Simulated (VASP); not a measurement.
Write the native input for VASP 6.6.1 that does the following.

| Item | Value |
| --- | --- |
| Task | single point |
| Functional | LDA |
| Potentials or basis | VASP PAW LDA potentials, release 64 (B, H, C, N, F) |
| Cutoff | 600 eV |
| k mesh | 5 × 5 × 5 |
| Occupations | gaussian, width 0.01 eV |
| Spin | no spin polarisation |
| Dipole correction | no |
| Further INCAR settings | ALGO = Normal; EDIFF = 1e-06; NBANDS = 41 |

The structure of BH6CN3F4 lies in POSCAR:

```
BH6CN3F4
1.0
    3.7258400000      2.1511147270      3.0349706667
   -3.7258400000      2.1511147270      3.0349706667
    0.0000000000     -4.3022294539      3.0349706667
B H C N F
1 6 1 3 4
Direct
    0.4100000000      0.4100000000      0.4100000000
    0.2830000000      0.9779990000      0.7950000000
    0.7950000000      0.9779990000      0.2830000000
    0.7950000000      0.2830000000      0.9779990000
    0.2830000000      0.7950000000      0.9779990000
    0.9779990000      0.7950000000      0.2830000000
    0.9779990000      0.2830000000      0.7950000000
    0.0000000000      0.0000000000      0.0000000000
    0.8990000000      0.8990000000      0.2060000000
    0.2060000000      0.8990000000      0.8990000000
    0.8990000000      0.2060000000      0.8990000000
    0.4610000000      0.4610000000      0.1610000000
    0.4610000000      0.1610000000      0.4610000000
    0.1610000000      0.4610000000      0.4610000000
    0.5650000000      0.5650000000      0.5650000000
```

The input as run:

INCAR

```
SYSTEM = BH6CN3F4
ALGO = Normal
EDIFF = 1E-6
ENCUT = 600
GGA_COMPAT = .FALSE.
ISIF = 2
ISMEAR = 0
LASPH = .TRUE.
LCHARG = .FALSE.
LREAL = .FALSE.
LWAVE = .FALSE.
NBANDS = 41
NELM = 120
PREC = Accurate
SIGMA = 0.01
```

KPOINTS

```
k-points
0
G
  5 5 5
  0 0 0
```

Potentials or basis: VASP PAW LDA potentials, release 64 (B, H, C, N, F).

Command:

```console
$ cat potpaw_LDA.64/B/POTCAR potpaw_LDA.64/H/POTCAR potpaw_LDA.64/C/POTCAR potpaw_LDA.64/N/POTCAR potpaw_LDA.64/F/POTCAR > POTCAR
$ mpirun -np 1 vasp_std > vasp.out
```

It gave:

```yaml
Pressure: 37.0 GPa
Largest_force: 20.775 eV/Å
Band_gap_on_the_k_mesh: 6.02 eV
```

Caveat: the stress differs along the axes, from 3 to 54 GPa; forces of over 1 eV/Å act on the atoms, so gaps and moduli don't describe the material at rest.

Run time: 2.6 min on 1 thread of Intel(R) Xeon(R) Platinum 8488C (Sapphire Rapids) (shared host), peak memory 0.29 GiB.
